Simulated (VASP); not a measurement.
Cu, 1 atom in the cell. It takes space group Fm-3m (No. 225, cubic). Conventional cell: a = 3.372 Å, b = 3.372 Å, c = 3.372 Å, α = 90.00°, β = 90.00°, γ = 90.00°. Within 3.1 Å of Cu (site symmetry m-3m) lie 12 Cu at 2.38 Å. 

```yaml
Program: VASP 6.6.1
Task: relaxation of cell and atoms
Functional: PBEsol
Potentials_or_basis: VASP PAW PBE potentials, release 64 (Cu)
Cutoff: 600 eV
k_mesh: 22 × 22 × 22
Occupations: gaussian, width 0.1 eV
Spin: no spin polarisation
Target_pressure: 40 GPa
Dipole_correction: no
Further_INCAR_settings: ALGO = Normal; EDIFF = 1e-07; IBRION = 2; EDIFFG = -0.008; NSW = 70; ISIF = 3
```

Potentials or basis: VASP PAW PBE potentials, release 64 (Cu).

Run with:

```console
$ cat potpaw_PBE.64/Cu/POTCAR > POTCAR
$ mpirun -np 1 vasp_std > vasp.out
```

Hardware: 1 thread of Intel(R) Xeon(R) Platinum 8488C (Sapphire Rapids), on a shared host.

How long does it take, and how much memory?

It took 62 s on 1 thread of Intel(R) Xeon(R) Platinum 8488C (Sapphire Rapids) (shared host), peak memory 0.16 GiB. Counts: scf iterations 26, k points 328, ion steps 3.
